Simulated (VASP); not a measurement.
Crystal: Au.

```
Au
1.0
     2.74841    0.00000    0.00000
     0.00000    2.74841    0.00000
     0.00000    0.00000    2.74841
Au
1
Direct
  0.50000 0.50000 0.50000
```

Program: VASP 6.6.1. Alike in all runs: task single point; potentials or basis VASP PAW PBE potentials, release 64 (Au); cell as given; cutoff (eV) 520.

Question: Order these runs on this cell by their pressure, lowest first.
A. level PBE; spin off; k mesh 10 × 10 × 10; smearing gaussian 0.021 eV
B. level r2SCAN; spin off; k mesh 10 × 10 × 10; smearing fermi-dirac 0.05 eV
C. level B3LYP; spin off; k mesh 5 × 5 × 5; smearing fermi-dirac 0.05 eV; grid for exact exchange (PRECFOCK) Normal
D. level PBEsol; spin off; k mesh 10 × 10 × 10; smearing fermi-dirac 0.05 eV
E. level PBE; spin non-collinear, zero start, SOC; k mesh 7 × 7 × 7; smearing fermi-dirac 0.05 eV

Answer: D (-6.4 GPa), B (-3.0 GPa), E (-1.5 GPa), A (0.0 GPa), C (5.8 GPa).

Caveats: some runs use coarse meshes; the PAW data sets were made with another functional, which shifts forces and pressure a little (some runs).
